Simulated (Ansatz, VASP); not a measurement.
## One calculation of TiO2, two programs

```
Ti O
1.0
     5.37257    0.00000    0.00000
     0.00000    5.37256    0.00000
    -2.82982    0.00000    4.84957
Ti O
4 8
Direct
  0.50000 0.38058 0.25000
  0.50000 0.61942 0.75000
  0.00000 0.88058 0.25000
  0.00000 0.11942 0.75000
  0.20401 0.86917 0.66254
  0.79599 0.13083 0.33746
  0.79599 0.86917 0.83746
  0.20401 0.13083 0.16254
  0.70401 0.36917 0.66254
  0.29599 0.63083 0.33746
  0.29599 0.36917 0.83746
  0.70401 0.63083 0.16254
```

Alike in both runs: task single point; functional PBE; k mesh 6 × 6 × 6; occupations gaussian, width 0.02 eV; no spin polarisation.

|  | VASP | Ansatz |
| --- | --- | --- |
| version | VASP 6.6.1 | Ansatz 0.2.0 |
| potentials or method | VASP PAW PBE potentials, release 64 (Ti_sv, O), cutoff 520 eV | scalar-relativistic, plane waves, PAW |
| valence electrons in the cell | 96 | 96 |

|  | VASP | Ansatz | Ansatz less VASP |
| --- | --- | --- | --- |
| gap on the k mesh at the Fermi level (eV) | 2.11 | 2.13 | +0.023 |
| least direct gap on the mesh (eV) | 2.16 | 2.18 | +0.023 |
| pressure (GPa) | 0.6 | -0.1 | -0.69 |
| traceless stress, the component that is largest in VASP (GPa) | 1.42 | 1.44 | +0.021 |
| rms of the force components (eV/Å) | 0.010 | 0.003 | -0.0064 |

Atom by atom the forces differ by 0.009 eV/Å (rms over components). With one functional, cell and mesh, what is left measures potentials, basis and numerics.
